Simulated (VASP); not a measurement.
# SiGe2 (Fd-3m) in VASP: a series of runs

The runs below take SiGe2 through single point, relaxation of cell and atoms, with PBE.

All numbers are computed with VASP 6.6.1; they aren't measurements. Logs are shortened: lines on timing, memory, paths and dates and some standing lists are left out, and cuts for length are marked.

## (1) The cell of the first run

It takes space group Fd-3m (No. 227, cubic). Conventional cell: a = 7.649 Å, b = 7.649 Å, c = 7.649 Å, α = 90.00°, β = 90.00°, γ = 90.00°. Si (site symmetry -43m) has 12 Ge at 3.17 Å and 4 Si at 3.31 Å within 4.2 Å. Ge (site symmetry -3m) has 6 Ge at 2.70 Å and 6 Si at 3.17 Å within 3.6 Å.

The cell was built from a structure type or drawn by symmetry, and may not be a known phase.

## (2) Single point, PBE

INCAR

```
SYSTEM = SiGe2
PREC = Accurate ; ENCUT = 520
EDIFF = 1E-6 ; ISMEAR = 0
SIGMA = 0.1 ; LREAL = .FALSE.
LASPH = .TRUE. ; NELM = 80
ALGO = Normal ; ISIF = 2
LWAVE = .FALSE. ; LCHARG = .FALSE.
GGA = PE ; NBANDS = 41
```

KPOINTS

```
Automatic mesh
0
G
  4 4 4
  0 0 0
```

POSCAR

```
SiGe2
1.0
    0.0000000000      3.8247204700      3.8247204700
    3.8247204700      0.0000000000      3.8247204700
    3.8247204700      3.8247204700      0.0000000000
Si Ge
2 4
Direct
    0.5000000000      0.5000000000      0.5000000000
    0.7500000000      0.7500000000      0.7500000000
    0.1250000000      0.6250000000      0.1250000000
    0.1250000000      0.1250000000      0.6250000000
    0.6250000000      0.1250000000      0.1250000000
    0.1250000000      0.1250000000      0.1250000000
```

Potentials or basis: VASP PAW PBE potentials, release 64 (Si, Ge_d).

Run with:

```bash
$ cat potpaw_PBE.64/Si/POTCAR potpaw_PBE.64/Ge_d/POTCAR > POTCAR
$ mpirun -np 1 vasp_std > vasp.out
```

OUTCAR:

```text
SYSTEM = SiGe2
   PREC = Accurate
   ENCUT = 520
   EDIFF = 1E-6
   ISMEAR = 0
   LREAL = .FALSE.
   LASPH = .TRUE.
   NELM = 80
   ISIF = 2
   GGA = PE

 ion  position               nearest neighbor table
   1  0.500  0.500  0.500-
   2  0.750  0.750  0.750-
   3  0.125  0.625  0.125-   6 2.70   4 2.70   4 2.70   5 2.70   6 2.70   5 2.70
   4  0.125  0.125  0.625-   6 2.70   3 2.70   5 2.70   6 2.70   3 2.70   5 2.70
   5  0.625  0.125  0.125-   6 2.70   4 2.70   3 2.70   3 2.70   4 2.70   6 2.70
   6  0.125  0.125  0.125-   3 2.70   4 2.70   5 2.70   4 2.70   3 2.70   5 2.70

  LATTYP: Found a face centered cubic cell.
 ALAT       =     7.6494409400

  Lattice vectors:

 A1 = (   0.0000000000,   3.8247204700,   3.8247204700)
 A2 = (   3.8247204700,   0.0000000000,   3.8247204700)
 A3 = (   3.8247204700,   3.8247204700,   0.0000000000)

Analysis of symmetry for initial positions (statically):
=====================================================================
 Subroutine PRICEL returns:
 Original cell was already a primitive cell.

 Routine SETGRP: Setting up the symmetry group for a
 face centered cubic supercell.

 Subroutine GETGRP returns: Found 48 space group operations
 (whereof 24 operations were pure point group operations)
 out of a pool of 48 trial point group operations.

The static configuration has the point symmetry T_d .
 The point group associated with its full space group is O_h .

Analysis of symmetry for dynamics (positions and initial velocities):
=====================================================================
 Subroutine PRICEL returns:
 Original cell was already a primitive cell.

 Routine SETGRP: Setting up the symmetry group for a
 face centered cubic supercell.

 Subroutine GETGRP returns: Found 48 space group operations
 (whereof 24 operations were pure point group operations)
 out of a pool of 48 trial point group operations.

The dynamic configuration has the point symmetry T_d .
 The point group associated with its full space group is O_h .

 Subroutine INISYM returns: Found 48 space group operations
 (whereof 24 operations are pure point group operations),
 and found     1 'primitive' translations

----------------------------------------------------------------------------------------

[... 82 lines left out ...]
   NELM   =     80;   NELMIN=  2; NELMDL= -5     # of ELM steps
   EDIFF  = 0.1E-05   stopping-criterion for ELM
   LREAL  =      F    real-space projection
   EDIFFG = 0.1E-04   stopping-criterion for IOM
   NSW    =      0    number of steps for IOM
   IBRION =     -1    ionic relax: 0-MD 1-quasi-New 2-CG
   NFREE  =      0    steps in history (QN), initial steepest desc. (CG)
   ISIF   =      2    stress and relaxation
   ISYM   =      2    0-nonsym 1-usesym 2-fastsym
   POTIM  = 0.5000    time-step for ionic-motion
   TEBEG  =    0.0;   TEEND  =   0.0 temperature during run
   PSTRESS=    0.0 pullay stress
   NELECT =      64.0000    total number of electrons
   NUPDOWN=      -1.0000    fix difference up-down
   EMIN   =  10.00;   EMAX   =-10.00  energy-range for DOS
   EFERMI =   0.00;   METHOD = LEGACY
   ISMEAR =     0;   SIGMA  =   0.10  broadening in eV -4-tet -1-fermi 0-gaus
   EFERMI_NEDOS =   21; number of points for ismear=-14 and -15
   IALGO  =     38    algorithm
   IMIX   =      4    mixing-type and parameters
     AMIX     =   0.40;   BMIX     =  1.00
     AMIX_MAG =   1.60;   BMIX_MAG =  1.00
  volume/ion in A,a.u.               =      18.65       125.86
  Fermi-wavevector in a.u.,A,eV,Ry     =   1.358913  2.567974 25.125140  1.846646
  Thomas-Fermi vector in A             =   2.485706
   LORBIT       =      0    0 simple, 1 ext, 2 COOP (PROOUT), +10 PAW based schemes
   GGA     = PE    functional components
   LHFCALC =     F    Hartree Fock is set to
   AEXX    =    0.0000 exact exchange contribution
   IVDW    =     0    specifies the selected vdW correction
   LEPSILON=     F    determine dielectric tensor
   LRPA    =     F    only Hartree local field effects (RPA)
 non-spin polarized calculation
 Gauss-broadening in eV      SIGMA  =   0.10
  energy-cutoff  :      520.00
  volume of cell :      111.90
 maximum number of plane-waves:      3042
   NGX = 21   NGY = 21   NGZ = 21

 number of electron      63.9999977 magnetization

 Free energy of the ion-electron system (eV)
  ---------------------------------------------------
  ext. energy  EPLUGINS =         0.00000000
  ---------------------------------------------------
  free energy    TOTEN  =       -24.59251392 eV

  energy without entropy =      -24.56186517  energy(sigma->0) =      -24.57718954

 E-fermi :   7.0443     XC(G=0): -10.9447

 val. band max:        7.0244981457   @ k =   0.5000   0.2500   0.0000
 cond. band min:       7.0694619121   @ k =  -0.2500   0.5000   0.2500
 fundamental gap:      0.0449637664
 Fermi energy:         7.0442930052

 k-point     1 :       0.0000    0.0000    0.0000
  band No.  band energies     occupation
      1     -17.9713      2.00000
      2     -17.9000      2.00000
      3     -17.9000      2.00000
      4     -17.9000      2.00000
      5     -17.8972      2.00000
      6     -17.8972      2.00000
[... 341 lines left out ...]
     40      11.2225      0.00000
     41      11.6077      0.00000

------------------------ aborting loop because EDIFF is reached ----------------------------------------

  FORCE on cell =-STRESS in cart. coord.  units (eV):
  Direction    XX          YY          ZZ          XY          YZ          ZX
  --------------------------------------------------------------------------------------
  -------------------------------------------------------------------------------------
  Total        1.5644295      1.5644295      1.5644295      0.0000000      0.0000000     -0.0000000
  in kB       22.3994571     22.3994571     22.3994571      0.0000000      0.0000000     -0.0000000
  external PRESSURE =      22.3994571 kB  Pullay stress =       0.0000000 kB

 VOLUME and BASIS-vectors are now :
 -----------------------------------------------------------------------------
  energy-cutoff  :      520.00
  volume of cell :      111.90
      direct lattice vectors                 reciprocal lattice vectors
     0.000000000  3.824720470  3.824720470    -0.130728508  0.130728508  0.130728508
     3.824720470  0.000000000  3.824720470     0.130728508 -0.130728508  0.130728508
     3.824720470  3.824720470  0.000000000     0.130728508  0.130728508 -0.130728508

 POSITION                                       TOTAL-FORCE (eV/Angst)
 -----------------------------------------------------------------------------------
      3.82472      3.82472      3.82472         0.000000      0.000000     -0.000000
      5.73708      5.73708      5.73708        -0.000000     -0.000000     -0.000000
      2.86854      0.95618      2.86854        -0.000000      0.000000      0.000000
      2.86854      2.86854      0.95618         0.000000      0.000000      0.000000
      0.95618      2.86854      2.86854         0.000000      0.000000      0.000000
      0.95618      0.95618      0.95618        -0.000000      0.000000      0.000000
 -----------------------------------------------------------------------------------
    total drift:                                0.000000     -0.000000      0.000000

  FREE ENERGIE OF THE ION-ELECTRON SYSTEM (eV)
  ---------------------------------------------------
  free  energy   TOTEN  =       -24.5925139153 eV

  energy  without entropy=      -24.5618651712  energy(sigma->0) =      -24.57718954
```

stdout:

```text
POSCAR found type information on POSCAR SiGe
 POSCAR found :  2 types and       6 ions
 scaLAPACK will be used
 LDA part: xc-table for (Slater+PW92), standard interpolation
 POSCAR, INCAR and KPOINTS ok, starting setup
 FFT: planning ... GRIDC
 FFT: planning ... GRID_SOFT
 FFT: planning ... GRID
 WAVECAR not read
 entering main loop
```

It took 35 s on 1 thread of Intel Xeon Platinum 8259CL at 2.50GHz (Skylake/Cascade Lake), shared host; peak memory 0.23 GiB.

What came out:

```
Free energy            : -24.5925 eV
Pressure               : 2.2 GPa
Band gap on the k mesh : zero (bands 32 and 33 overlap by 1.82 eV)
```

## (3) Single point, PBE

This run uses another cell than the first one, of 19.32 Å³/atom.

INCAR

```
PREC = Accurate ; ENCUT = 520
EDIFF = 1E-6 ; ISMEAR = 0
SIGMA = 0.1 ; LREAL = F
LASPH = T ; NELM = 80
ALGO = Normal ; ISIF = 2
LWAVE = F ; LCHARG = F
GGA = PE ; NBANDS = 41
```

KPOINTS

```
regular mesh
0
Gamma
  8 8 8
```

Changes to POSCAR since step 2:

```diff
@@ -2,5 +2,5 @@
 1.0
-    0.0000000000      3.8247204700      3.8247204700
-    3.8247204700      0.0000000000      3.8247204700
-    3.8247204700      3.8247204700      0.0000000000
+    0.0000000000      3.8697114646      3.8697114646
+    3.8697114646      0.0000000000      3.8697114646
+    3.8697114646      3.8697114646      0.0000000000
 Si Ge
```

Potentials or basis: VASP PAW PBE potentials, release 64 (Si, Ge_d).

Run with:

```bash
$ cat potpaw_PBE.64/Si/POTCAR potpaw_PBE.64/Ge_d/POTCAR > POTCAR
$ mpirun -np 1 vasp_std > vasp.out
```

It took 2.1 min on 1 thread of Intel Xeon Platinum 8259CL at 2.50GHz (Skylake/Cascade Lake), shared host; peak memory 0.3 GiB.

The run converged. Its results:

* Free energy: -24.8835 eV
* Pressure: 0.0 GPa
* Band gap on the k mesh: zero (bands 32 and 33 overlap by 1.85 eV)

Levels at points of the mesh, in eV from the Fermi level:
```csv
k point,band 28,band 29,band 30,band 31,band 32,band 33,band 34,band 35,band 36,band 37
"(0.00, 0.00, 0.00)",-4.33,-4.33,-4.33,-1.79,-1.79,-1.47,-1.47,-1.47,4.17,4.17
"(0.50, 0.00, 0.00)",-4.30,-2.79,-0.64,-0.55,-0.55,-0.09,-0.09,2.43,2.57,3.13
"(0.50, 0.50, 0.00)",-1.50,-1.08,-1.08,0.33,0.33,0.75,0.75,1.39,1.39,2.19
```

## (4) Relaxation of cell and atoms, PBE

INCAR

```
ALGO = Normal ; EDIFF = 1E-7
EDIFFG = -0.01 ; ENCUT = 600
GGA = PE ; IBRION = 2
ISIF = 3 ; ISMEAR = 0
LASPH = True ; LCHARG = False
LREAL = False ; LWAVE = False
NELM = 100 ; NSW = 100
PREC = Accurate ; SIGMA = 0.1
```

KPOINTS

```
k-points
0
Gamma
  8 8 8
```

Changes to POSCAR since step 3:

```diff
@@ -2,5 +2,5 @@
 1.0
-    0.0000000000      3.8697114646      3.8697114646
-    3.8697114646      0.0000000000      3.8697114646
-    3.8697114646      3.8697114646      0.0000000000
+    0.0000000000      3.8247204700      3.8247204700
+    3.8247204700      0.0000000000      3.8247204700
+    3.8247204700      3.8247204700      0.0000000000
 Si Ge
```

Run with:

```bash
$ cat potpaw_PBE.64/Si/POTCAR potpaw_PBE.64/Ge_d/POTCAR > POTCAR
$ mpirun -np 1 vasp_std > vasp.out
```

Run time: 6.2 min. Hardware: 1 thread of Intel Xeon Platinum 8259CL at 2.50GHz (Skylake/Cascade Lake), shared host; peak memory 0.4 GiB.

The run converged. Its results:

```yaml
Free_energy: -24.8835 eV
Relaxed_volume: 19.34 Å³/atom
Relaxed_cell: a = 5.475 Å, b = 5.475 Å, c = 5.475 Å, α = 60.00°, β = 60.00°, γ = 60.00°
Space_group_after_relaxing_to_0.1_Å: Fd-3m (No. 227)
Energy_gained_by_relaxing: 5.0 meV/atom
Ionic_steps: 3
Pressure_after_relaxing: 0.0 GPa
Band_gap_on_the_k_mesh: zero (bands 32 and 33 overlap by 1.85 eV)
```

Step by step:
| step | energy change (eV) | largest force (eV/Å) | pressure (GPa) | volume (Å³) |
| --- | --- | --- | --- | --- |
| 1 | 0.0000 | 0.0000 | 2.42 | 111.90 |
| 2 | -0.0296 | 0.0000 | -0.24 | 116.53 |
| 3 | -0.0300 | 0.0000 | -0.02 | 116.04 |

Final structure:
```cif
data_structure
_symmetry_space_group_name_H-M 'P 1'
_symmetry_Int_Tables_number 1
_cell_length_a 5.4749
_cell_length_b 5.4749
_cell_length_c 5.4749
_cell_angle_alpha 60.000
_cell_angle_beta 60.000
_cell_angle_gamma 60.000
_cell_volume 116.04
loop_
_atom_site_label
_atom_site_type_symbol
_atom_site_fract_x
_atom_site_fract_y
_atom_site_fract_z
_atom_site_occupancy
Si1 Si 0.50000 0.50000 0.50000 1
Si2 Si 0.75000 0.75000 0.75000 1
Ge1 Ge 0.12500 0.62500 0.12500 1
Ge2 Ge 0.12500 0.12500 0.62500 1
Ge3 Ge 0.62500 0.12500 0.12500 1
Ge4 Ge 0.12500 0.12500 0.12500 1
```

Levels at points of the mesh, in eV from the Fermi level:
| k point | band 29 | band 30 | band 31 | band 32 | band 33 | band 34 | band 35 | band 36 |
| --- | --- | --- | --- | --- | --- | --- | --- | --- |
| (0.00, 0.00, 0.00) | -4.32 | -4.32 | -1.79 | -1.79 | -1.47 | -1.47 | -1.47 | 4.17 |
| (0.50, 0.00, 0.00) | -2.79 | -0.64 | -0.55 | -0.55 | -0.09 | -0.09 | 2.43 | 2.57 |
| (0.50, 0.50, 0.00) | -1.08 | -1.08 | 0.33 | 0.33 | 0.75 | 0.75 | 1.38 | 1.38 |

## (5) Summary

```csv
task,cell,k mesh,cutoff (eV),gap on the mesh (eV),pressure (GPa)
single point,"a = 5.409 Å, angles 60.0°, 6 atoms",4 × 4 × 4,520,none,2.2
single point,"a = 5.473 Å, angles 60.0°, 6 atoms",8 × 8 × 8,520,none,0.0
relaxation of cell and atoms,"relaxed from a = 5.409 Å, angles 60.0°, 6 atoms",8 × 8 × 8,600,none,0.0
```

Alike in all rows: level PBE; potentials or basis VASP PAW PBE potentials, release 64 (Si, Ge_d); no spin polarisation; smearing gaussian 0.1 eV.

Total energies depend on the potentials used, so only differences within one code and one set of settings carry meaning.
